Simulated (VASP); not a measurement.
# TiAl3 (pbe): single point with PBE

TiAl3 (pbe):

```xyz
4
Lattice="3.9557 0.0000 0.0000 0.0000 3.9557 0.0000 0.0000 0.0000 3.9557" Properties=species:S:1:pos:R:3 pbc="T T T"
Ti    0.0000    0.0000    0.0000
Al    1.9778    1.9778    0.0000
Al    1.9778    0.0000    1.9778
Al    0.0000    1.9778    1.9778
```

```json
{
  "Program": "VASP 6.6.1",
  "Task": "single point",
  "Functional": "PBE",
  "Potentials or basis": "VASP PAW PBE potentials, release 64 (Ti_sv, Al)",
  "Cutoff": "520 eV",
  "k mesh": "4 × 4 × 4",
  "Occupations": "gaussian, width 0.1 eV",
  "Spin": "no spin polarisation",
  "Dipole correction": "no",
  "Further INCAR settings": "ALGO = Normal; EDIFF = 1e-07; NBANDS = 18"
}
```

The pressure is 2.1 GPa.

Levels at points of the mesh, in eV from the Fermi level:
| k point | band 8 | band 9 | band 10 | band 11 | band 12 | band 13 |
| --- | --- | --- | --- | --- | --- | --- |
| (0.00, 0.00, 0.00) | -2.36 | -2.36 | -2.36 | -0.03 | -0.03 | -0.03 |
| (0.50, 0.00, 0.00) | -2.45 | -2.36 | 0.22 | 0.55 | 0.55 | 0.79 |
| (0.50, 0.50, 0.00) | -5.23 | -1.44 | -1.44 | 0.45 | 0.72 | 0.91 |
| (0.50, 0.50, 0.50) | -5.18 | -3.70 | -3.70 | -3.70 | 0.03 | 1.05 |

It took 12 s on 1 thread of AMD EPYC 7R43 64-Core Processor (Zen 3), with other jobs on the host, peak memory 0.13 GiB.

Caveat: the k points lie up to 0.40 Å⁻¹ apart.
